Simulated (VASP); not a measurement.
# Hf (P6_3/mmc) in VASP: further runs

The runs below take Hf through single point, relaxation of cell and atoms, with PBEsol.

Program: VASP 6.6.1. These are calculated values, not measurements. Logs are shortened: lines on timing, memory, paths and dates and some standing lists are left out, and cuts for length are marked.

**1. The cell of the first run**

Symmetry: P6_3/mmc, No. 194, hexagonal system. Conventional cell: a = 3.160 Å, b = 3.160 Å, c = 4.996 Å, α = 90.00°, β = 90.00°, γ = 120.00°. Hf (site symmetry -6m2) has 12 Hf at 3.09 to 3.16 Å within 4.1 Å.

**2. Single point, PBEsol**

File INCAR:

```
SYSTEM = Hf
ALGO = Fast
EDIFF = 1E-7
ENCUT = 520
GGA = PS
ISIF = 2
ISMEAR = 0
LASPH = .TRUE.
LCHARG = .FALSE.
LREAL = .FALSE.
LWAVE = .FALSE.
NBANDS = 17
NELM = 60
PREC = Accurate
SIGMA = 0.1
```

File KPOINTS:

```
k-points
0
G
  15 15 8
  0 0 0
```

File POSCAR:

```
Hf
1.0
    3.1602689348      0.0000000000      0.0000000000
   -1.5801344674      2.7368731803      0.0000000000
    0.0000000000      0.0000000000      4.9962244841
Hf
2
Direct
    0.3333333333      0.6666666667      0.2500000000
    0.6666666667      0.3333333333      0.7500000000
```

Potentials or basis: VASP PAW PBE potentials, release 64 (Hf_pv).

On the command line:

```bash
cat potpaw_PBE.64/Hf_pv/POTCAR > POTCAR
mpirun -np 1 vasp_std > vasp.out
```

OUTCAR:

```text
SYSTEM = Hf
   EDIFF = 1E-7
   ENCUT = 520
   GGA = PS
   ISIF = 2
   ISMEAR = 0
   LASPH = .TRUE.
   LREAL = .FALSE.
   NELM = 60
   PREC = Accurate

 ion  position               nearest neighbor table
   1  0.333  0.667  0.250-   2 3.09   2 3.09   2 3.09   2 3.09   2 3.09   2 3.09
   2  0.667  0.333  0.750-   1 3.09   1 3.09   1 3.09   1 3.09   1 3.09   1 3.09

  LATTYP: Found a hexagonal cell.
 ALAT       =     3.1602689348
 C/A-ratio  =     1.5809491493

  Lattice vectors:

 A1 = (   3.1602689348,   0.0000000000,   0.0000000000)
 A2 = (  -1.5801344674,   2.7368731803,   0.0000000000)
 A3 = (   0.0000000000,   0.0000000000,   4.9962244841)

Analysis of symmetry for initial positions (statically):
=====================================================================
 Subroutine PRICEL returns:
 Original cell was already a primitive cell.

 Routine SETGRP: Setting up the symmetry group for a
 hexagonal supercell.

 Subroutine GETGRP returns: Found 24 space group operations
 (whereof 12 operations were pure point group operations)
 out of a pool of 24 trial point group operations.

The static configuration has the point symmetry D_3d.
 The point group associated with its full space group is D_6h.

Analysis of symmetry for dynamics (positions and initial velocities):
=====================================================================
 Subroutine PRICEL returns:
 Original cell was already a primitive cell.

 Routine SETGRP: Setting up the symmetry group for a
 hexagonal supercell.

 Subroutine GETGRP returns: Found 24 space group operations
 (whereof 12 operations were pure point group operations)
 out of a pool of 24 trial point group operations.

The dynamic configuration has the point symmetry D_3d.
 The point group associated with its full space group is D_6h.

 Subroutine INISYM returns: Found 24 space group operations
 (whereof 12 operations are pure point group operations),
 and found     1 'primitive' translations

----------------------------------------------------------------------------------------

                                     Primitive cell

  volume of cell :      43.2136

  direct lattice vectors                    reciprocal lattice vectors
     3.160268935  0.000000000  0.000000000     0.316428766  0.182690233  0.000000000
    -1.580134467  2.736873180  0.000000000     0.000000000  0.365380467  0.000000000
     0.000000000  0.000000000  4.996224484     0.000000000  0.000000000  0.200151135

  length of vectors
     3.160268935  3.160268935  4.996224484     0.365380467  0.365380467  0.200151135

  position of ions in fractional coordinates (direct lattice)
     0.333333333  0.666666667  0.250000000
     0.666666667  0.333333333  0.750000000

  ion indices of the primitive-cell ions
   primitive index   ion index
                 1           1
                 2           2

----------------------------------------------------------------------------------------

 KPOINTS: k-points

Automatic generation of k-mesh.
 Grid dimensions read from file:
 generate k-points for:   15   15    8

 Generating k-lattice:

  Cartesian coordinates                     Fractional coordinates (reciprocal lattice)
     0.021095251  0.012179349  0.000000000     0.066666667  0.000000000  0.000000000
     0.000000000  0.024358698  0.000000000     0.000000000  0.066666667  0.000000000
     0.000000000  0.000000000  0.025018892     0.000000000  0.000000000  0.125000000

  Length of vectors
     0.024358698  0.024358698  0.025018892

  Shift w.r.t. Gamma in fractional coordinates (k-lattice)
     0.000000000  0.000000000  0.000000000

 Subroutine IBZKPT returns following result:
 ===========================================

 Found    135 irreducible k-points:

 Following reciprocal coordinates:
            Coordinates               Weight
  0.000000  0.000000  0.000000      1.000000
  0.066667  0.000000  0.000000      6.000000
  0.133333  0.000000  0.000000      6.000000
  0.200000  0.000000  0.000000      6.000000
  0.266667  0.000000  0.000000      6.000000
  0.333333  0.000000  0.000000      6.000000
[... 16 lines left out ...]
  0.333333  0.200000  0.000000     12.000000
  0.400000  0.200000  0.000000      6.000000
 [... further k-points ...]
   k-points           NKPTS =    135   k-points in BZ     NKDIM =    135   number of bands    NBANDS=     17
   number of dos      NEDOS =    301   number of ions     NIONS =      2
   total plane-waves  NPLWV =  23040
   dimension x,y,z NGX =    24 NGY =   24 NGZ =   40
   dimension x,y,z NGXF=    48 NGYF=   48 NGZF=   80
   ions per type =               2
   NGX,Y,Z   is equivalent  to a cutoff of  12.63, 12.63, 13.31 a.u.
   NGXF,Y,Z  is equivalent  to a cutoff of  25.25, 25.25, 26.62 a.u.
 SYSTEM =  Hf
   PREC   = accura    normal or accurate (medium, high low for compatibility)
   ISTART =      0    job   : 0-new  1-cont  2-samecut
   ICHARG =      2    charge: 1-file 2-atom 10-const
   ISPIN  =      1    spin polarized calculation?
   LNONCOLLINEAR =      F non collinear calculations
   LSORBIT =      F    spin-orbit coupling
   LASPH  =      T    aspherical Exc in radial PAW
   ENCUT  =  520.0 eV  38.22 Ry    6.18 a.u.   5.88  5.88  9.29*2*pi/ulx,y,z
   NELM   =     60;   NELMIN=  2; NELMDL= -5     # of ELM steps
   EDIFF  = 0.1E-06   stopping-criterion for ELM
   LREAL  =      F    real-space projection
   EDIFFG = 0.1E-05   stopping-criterion for IOM
   NSW    =      0    number of steps for IOM
   IBRION =     -1    ionic relax: 0-MD 1-quasi-New 2-CG
   NFREE  =      0    steps in history (QN), initial steepest desc. (CG)
   ISIF   =      2    stress and relaxation
   ISYM   =      2    0-nonsym 1-usesym 2-fastsym
   POTIM  = 0.5000    time-step for ionic-motion
   TEBEG  =    0.0;   TEEND  =   0.0 temperature during run
   PSTRESS=    0.0 pullay stress
   NELECT =      20.0000    total number of electrons
   NUPDOWN=      -1.0000    fix difference up-down
   EMIN   =  10.00;   EMAX   =-10.00  energy-range for DOS
   EFERMI =   0.00;   METHOD = LEGACY
   ISMEAR =     0;   SIGMA  =   0.10  broadening in eV -4-tet -1-fermi 0-gaus
   EFERMI_NEDOS =   21; number of points for ismear=-14 and -15
   IALGO  =     68    algorithm
   IMIX   =      4    mixing-type and parameters
     AMIX     =   0.40;   BMIX     =  1.00
     AMIX_MAG =   1.60;   BMIX_MAG =  1.00
  volume/ion in A,a.u.               =      21.61       145.81
  Fermi-wavevector in a.u.,A,eV,Ry     =   1.266323  2.393004 21.817960  1.603575
  Thomas-Fermi vector in A             =   2.399530
   LORBIT       =      0    0 simple, 1 ext, 2 COOP (PROOUT), +10 PAW based schemes
   GGA     = PS    functional components
   LHFCALC =     F    Hartree Fock is set to
   AEXX    =    0.0000 exact exchange contribution
   IVDW    =     0    specifies the selected vdW correction
   LEPSILON=     F    determine dielectric tensor
   LRPA    =     F    only Hartree local field effects (RPA)
 non-spin polarized calculation
 RMM-DIIS sequential band-by-band and
 Gauss-broadening in eV      SIGMA  =   0.10
  energy-cutoff  :      520.00
  volume of cell :       43.21
 maximum number of plane-waves:      1194
 NGX is ok and might be reduce to    24
   NGX = 11   NGY = 11   NGZ = 19

 number of electron      19.9999996 magnetization

 Free energy of the ion-electron system (eV)
  ---------------------------------------------------
  ext. energy  EPLUGINS =         0.00000000
  ---------------------------------------------------
  free energy    TOTEN  =       -21.01007258 eV

  energy without entropy =      -21.00262977  energy(sigma->0) =      -21.00635117

 E-fermi :   5.0070     XC(G=0): -11.5513

 val. band max:        4.9870227950   @ k =   0.0667   0.0667   0.1250
 cond. band min:       5.0200646334   @ k =   0.0667   0.0000   0.5000
 fundamental gap:      0.0330418385
 Fermi energy:         5.0070326256

 k-point     1 :       0.0000    0.0000    0.0000
  band No.  band energies     occupation
      1     -26.0114      2.00000
      2     -25.1691      2.00000
      3     -25.1691      2.00000
      4     -25.0291      2.00000
      5     -25.0249      2.00000
      6     -25.0249      2.00000
[... 9 lines left out ...]
     16       7.6847      0.00000
     17      10.5141      0.00000

 k-point     2 :       0.0667    0.0000    0.0000
  band No.  band energies     occupation
      1     -25.9984      2.00000
      2     -25.1972      2.00000
      3     -25.1786      2.00000
      4     -25.0546      2.00000
      5     -25.0351      2.00000
      6     -25.0285      2.00000
[... 9 lines left out ...]
     16       7.5479      0.00000
     17      10.6350      0.00000

 k-point     3 :       0.1333    0.0000    0.0000
  band No.  band energies     occupation
      1     -25.9604      2.00000
      2     -25.2764      2.00000
      3     -25.2046      2.00000
      4     -25.1370      2.00000
      5     -25.0532      2.00000
      6     -25.0394      2.00000
[... 9 lines left out ...]
     16       7.5335      0.00000
     17      10.8916      0.00000

 k-point     4 :       0.2000    0.0000    0.0000
  band No.  band energies     occupation
      1     -25.9007      2.00000
      2     -25.3932      2.00000
      3     -25.2544      2.00000
      4     -25.2416      2.00000
      5     -25.0833      2.00000
      6     -25.0565      2.00000
[... 9 lines left out ...]
     16       8.1304      0.00000
     17      11.1796      0.00000

 k-point     5 :       0.2667    0.0000    0.0000
  band No.  band energies     occupation
      1     -25.8249      2.00000
      2     -25.5271      2.00000
      3     -25.3837      2.00000
      4     -25.2826      2.00000
      5     -25.1251      2.00000
      6     -25.0773      2.00000
[... 9 lines left out ...]
     16       8.9134      0.00000
     17      11.4163      0.00000

 k-point     6 :       0.3333    0.0000    0.0000
  band No.  band energies     occupation
      1     -25.7408      2.00000
      2     -25.6546      2.00000
      3     -25.5026      2.00000
      4     -25.3206      2.00000
      5     -25.1765      2.00000
      6     -25.0980      2.00000
[... 9 lines left out ...]
     16       9.8118      0.00000
     17      11.5815      0.00000

 k-point     7 :       0.4000    0.0000    0.0000
  band No.  band energies     occupation
      1     -25.7535      2.00000
      2     -25.6604      2.00000
      3     -25.5926      2.00000
      4     -25.3497      2.00000
      5     -25.2313      2.00000
      6     -25.1145      2.00000
[... 9 lines left out ...]
     16      10.7172      0.00000
     17      11.6794      0.00000

 k-point     8 :       0.4667    0.0000    0.0000
  band No.  band energies     occupation
      1     -25.8074      2.00000
      2     -25.6410      2.00000
      3     -25.6049      2.00000
      4     -25.3653      2.00000
      5     -25.2727      2.00000
      6     -25.1237      2.00000
[... 9 lines left out ...]
     16      11.6277      0.00000
     17      11.7239      0.00000
[... 203 lines left out ...]
      1     -25.7284      2.00000
      2     -25.6321      2.00000
      3     -25.5886      2.00000
      4     -25.3907      2.00000
      5     -25.2515      2.00000
      6     -25.1823      2.00000
[... 9 lines left out ...]
     16      11.3685      0.00000
     17      11.5853      0.00000

 k-point    20 :       0.4000    0.1333    0.0000
  band No.  band energies     occupation
      1     -25.7769      2.00000
      2     -25.6146      2.00000
      3     -25.5750      2.00000
      4     -25.4206      2.00000
      5     -25.2957      2.00000
      6     -25.1949      2.00000
[... 9 lines left out ...]
     16      11.3907      0.00000
     17      12.6039      0.00000

 k-point    21 :       0.2000    0.2000    0.0000
  band No.  band energies     occupation
      1     -25.7188      2.00000
      2     -25.5851      2.00000
      3     -25.5645      2.00000
      4     -25.3229      2.00000
      5     -25.1905      2.00000
      6     -25.1832      2.00000
[... 9 lines left out ...]
     16      10.5949      0.00000
     17      11.2119      0.00000

 k-point    22 :       0.2667    0.2000    0.0000
  band No.  band energies     occupation
      1     -25.6708      2.00000
      2     -25.6387      2.00000
      3     -25.5922      2.00000
      4     -25.3875      2.00000
      5     -25.2464      2.00000
      6     -25.2305      2.00000
[... 9 lines left out ...]
     16      11.1913      0.00000
     17      11.5558      0.00000

 k-point    23 :       0.3333    0.2000    0.0000
  band No.  band energies     occupation
      1     -25.7286      2.00000
      2     -25.5930      2.00000
      3     -25.5656      2.00000
      4     -25.4507      2.00000
      5     -25.3029      2.00000
      6     -25.2606      2.00000
[... 9 lines left out ...]
     16      11.1737      0.00000
     17      12.1561      0.00000

 k-point    24 :       0.4000    0.2000    0.0000
  band No.  band energies     occupation
      1     -25.7487      2.00000
      2     -25.5856      2.00000
      3     -25.5301      2.00000
      4     -25.4814      2.00000
      5     -25.3326      2.00000
      6     -25.2708      2.00000
[... 9 lines left out ...]
     16      11.1672      0.00000
     17      11.6726      0.00000

 [... further k-points ...]

------------------------ aborting loop because EDIFF is reached ----------------------------------------

  FORCE on cell =-STRESS in cart. coord.  units (eV):
  Direction    XX          YY          ZZ          XY          YZ          ZX
  --------------------------------------------------------------------------------------
  -------------------------------------------------------------------------------------
  Total       -0.0859225     -0.0859225     -0.1207007     -0.0000000      0.0000000      0.0000000
  in kB       -3.1856423     -3.1856423     -4.4750685     -0.0000000      0.0000000      0.0000000
  external PRESSURE =      -3.6154511 kB  Pullay stress =       0.0000000 kB

 VOLUME and BASIS-vectors are now :
 -----------------------------------------------------------------------------
  energy-cutoff  :      520.00
  volume of cell :       43.21
      direct lattice vectors                 reciprocal lattice vectors
     3.160268935  0.000000000  0.000000000     0.316428766  0.182690233  0.000000000
    -1.580134467  2.736873180  0.000000000     0.000000000  0.365380467  0.000000000
     0.000000000  0.000000000  4.996224484     0.000000000  0.000000000  0.200151135

 POSITION                                       TOTAL-FORCE (eV/Angst)
 -----------------------------------------------------------------------------------
     -0.00000      1.82458      1.24906         0.000000      0.000000      0.000000
      1.58013      0.91229      3.74717        -0.000000      0.000000      0.000000
 -----------------------------------------------------------------------------------
    total drift:                               -0.000000      0.000000     -0.000000

  FREE ENERGIE OF THE ION-ELECTRON SYSTEM (eV)
  ---------------------------------------------------
  free  energy   TOTEN  =       -21.0100725780 eV

  energy  without entropy=      -21.0026297685  energy(sigma->0) =      -21.00635117
```

Run time: 2.6 min. Hardware: 1 thread of AMD EPYC 7R13, shared host; peak memory 0.19 GiB.

What came out:

| Quantity | Value |
| --- | --- |
| Free energy | -21.0101 eV |
| Pressure | -0.4 GPa |
| Band gap on the k mesh | zero (band 10 reaches 6.17 eV, above the bottom of band 11 at 4.56 eV) |

Levels at points of the mesh, in eV from the Fermi level:
| k point | band 6 | band 7 | band 8 | band 9 | band 10 | band 11 | band 12 | band 13 | band 14 | band 15 |
| --- | --- | --- | --- | --- | --- | --- | --- | --- | --- | --- |
| (0.00, 0.00, 0.00) | -30.03 | -7.51 | -3.83 | 0.80 | 1.17 | 1.17 | 1.47 | 2.03 | 2.03 | 2.68 |
| (0.00, 0.00, 0.50) | -30.10 | -5.46 | -5.46 | 0.13 | 0.13 | 1.05 | 1.05 | 1.05 | 1.05 | 4.96 |

Caveat: the PAW data sets were made with another functional, which shifts forces and pressure a little; spin-orbit coupling is left out, which moves the levels of the heavy elements.

**3. Relaxation of cell and atoms, PBEsol**

This run uses another cell than the first one, of 22.38 Å³/atom, 1.036 times its volume.

File INCAR:

```
PREC = Accurate
ENCUT = 600
EDIFF = 1E-7
ISMEAR = 0
SIGMA = 0.1
LREAL = False
LASPH = True
NELM = 100
ALGO = Fast
ISIF = 3
LWAVE = False
LCHARG = False
GGA = PS
IBRION = 2
NSW = 100
EDIFFG = -0.005
```

File KPOINTS:

```
Automatic mesh
0
Gamma
  15 15 8
```

File POSCAR:

```
Hf
1.0
    3.1966985242      0.0000000000      0.0000000000
   -1.5983492621      2.7684221302      0.0000000000
    0.0000000000      0.0000000000      5.0578000000
Hf
2
Direct
    0.3333333333      0.6666666667      0.2500000000
    0.6666666667      0.3333333333      0.7500000000
```

Potentials or basis: VASP PAW PBE potentials, release 64 (Hf_pv).

On the command line:

```bash
cat potpaw_PBE.64/Hf_pv/POTCAR > POTCAR
mpirun -np 1 vasp_std > vasp.out
```

Wall time 7.2 min (1 thread of Intel Xeon Platinum 8259CL at 2.50GHz (Skylake/Cascade Lake), shared host); peak memory 0.25 GiB.

Results (log left out):

```
Free energy                            : -21.0108 eV
Relaxed volume                         : 21.54 Å³/atom
Relaxed cell                           : a = 3.158 Å, b = 3.158 Å, c = 4.988 Å, α = 90.00°, β = 90.00°, γ = 120.00°
Space group after relaxing (to 0.05 Å) : P6_3/mmc (No. 194)
Energy gained by relaxing              : 11.2 meV/atom
Ionic steps                            : 7
Pressure after relaxing                : 0.0 GPa
Band gap on the k mesh                 : zero (band 10 reaches 6.20 eV, above the bottom of band 11 at 4.58 eV)
```

The path:
```csv
step,energy change (eV),largest force (eV/Å),pressure (GPa),volume (Å³)
1,0.0000,0.0000,-4.13,44.76
2,0.0115,0.0000,5.78,41.13
3,-0.0224,0.0000,-0.03,43.09
4,-0.0224,0.0000,0.05,43.06
5,-0.0224,0.0000,-0.04,43.09
6,-0.0224,0.0000,-0.03,43.09
7,-0.0224,0.0000,0.00,43.08
```

Final structure:
```cif
data_structure
_symmetry_space_group_name_H-M 'P 1'
_symmetry_Int_Tables_number 1
_cell_length_a 3.1580
_cell_length_b 3.1580
_cell_length_c 4.9876
_cell_angle_alpha 90.000
_cell_angle_beta 90.000
_cell_angle_gamma 120.000
_cell_volume 43.08
loop_
_atom_site_label
_atom_site_type_symbol
_atom_site_fract_x
_atom_site_fract_y
_atom_site_fract_z
_atom_site_occupancy
Hf1 Hf 0.33333 0.66667 0.25000 1
Hf2 Hf 0.66667 0.33333 0.75000 1
```

Levels at points of the mesh, in eV from the Fermi level:
```tsv
k point	band 6	band 7	band 8	band 9	band 10	band 11	band 12	band 13	band 14
(0.00, 0.00, 0.00)	-30.02	-7.52	-3.84	0.82	1.17	1.17	1.48	2.03	2.03
(0.00, 0.00, 0.50)	-30.09	-5.47	-5.47	0.14	0.14	1.05	1.05	1.05	1.05
```

Caveat: the PAW data sets were made with another functional, which shifts forces and pressure a little; spin-orbit coupling is left out, which moves the levels of the heavy elements.
